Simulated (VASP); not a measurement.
Write the native input for VASP 6.6.1 that does the following.

```yaml
Task: single point
Functional: r2SCAN
Potentials_or_basis: VASP PAW PBE potentials, release 64 (Al, O)
Cutoff: 520 eV
k_mesh: 12 × 12 × 4
Occupations: gaussian, width 0.02 eV
Spin: no spin polarisation
Dipole_correction: no
Further_INCAR_settings: ALGO = Normal; EDIFF = 1e-07; NBANDS = 20
```

Crystal: Al2O3.

```
Al O
1.0
     2.85567    0.00000    0.00000
    -1.42783    2.47308    0.00000
     0.00000    0.00000    7.66129
Al O
2 3
Direct
  0.00000 0.00000 0.18094
  0.00000 0.00000 0.81906
  0.33333 0.66667 0.26801
  0.66667 0.33333 0.00000
  0.33333 0.66667 0.73199
```

One way to write it, as run:

POSCAR

```
Al2O3
1.0
    2.8556683946      0.0000000000      0.0000000000
   -1.4278341973      2.4730813745      0.0000000000
    0.0000000000      0.0000000000      7.6612879089
Al O
2 3
Direct
    0.0000000000      0.0000000000      0.1809441412
    0.0000000000      0.0000000000      0.8190558588
    0.3333333333      0.6666666667      0.2680062770
    0.6666666667      0.3333333333      0.0000000000
    0.3333333333      0.6666666667      0.7319937230
```

INCAR.step1

```
SYSTEM = Al2O3
PREC     = Accurate       ! precision mode
ENCUT    = 520            ! plane-wave cutoff, eV
ISMEAR   = 0              ! smearing method
SIGMA    = 0.02           ! smearing width, eV
LREAL    = .FALSE.        ! projectors in reciprocal space
LASPH    = .TRUE.         ! aspherical terms in the spheres
NELM     = 60             ! most SCF steps
NBANDS   = 20             ! bands
GGA      = PE             ! functional
ALGO     = Normal         ! electronic algorithm
EDIFF    = 1E-4           ! SCF threshold, eV
LWAVE    = .TRUE.         ! write WAVECAR
LCHARG   = .FALSE.        ! write CHGCAR
```

INCAR.step2

```
SYSTEM = Al2O3
PREC     = Accurate       ! precision mode
ENCUT    = 520            ! plane-wave cutoff, eV
EDIFF    = 1E-7           ! SCF threshold, eV
ISMEAR   = 0              ! smearing method
SIGMA    = 0.02           ! smearing width, eV
LREAL    = .FALSE.        ! projectors in reciprocal space
LASPH    = .TRUE.         ! aspherical terms in the spheres
NELM     = 60             ! most SCF steps
ALGO     = Normal         ! electronic algorithm
ISIF     = 2              ! what is computed and relaxed
LWAVE    = .FALSE.        ! write WAVECAR
LCHARG   = .FALSE.        ! write CHGCAR
METAGGA  = R2SCAN         ! meta-GGA
LMIXTAU  = .TRUE.       
NBANDS   = 20             ! bands
ISTART   = 1
```

KPOINTS

```
Automatic mesh
0
G
  12 12 4
  0 0 0
```

Potentials or basis: VASP PAW PBE potentials, release 64 (Al, O).

Run with:

```sh
$ cat potpaw_PBE.64/Al/POTCAR potpaw_PBE.64/O/POTCAR > POTCAR
$ cp INCAR.step1 INCAR
$ mpirun -np 1 vasp_std > vasp.out
$ cp INCAR.step2 INCAR
$ mpirun -np 1 vasp_std > vasp.out
```

It gave:

```json
{"Pressure": "-0.2 GPa", "Largest force": "0.039 eV/Å", "Band gap on the k mesh": "5.64 eV (least direct gap 5.81 eV)"}
```

Caveat: the PAW data sets were made with another functional, which shifts forces and pressure a little.

It took 7.1 min on 1 thread of Intel Xeon 8259CL, on a shared host, peak memory 0.21 GiB.
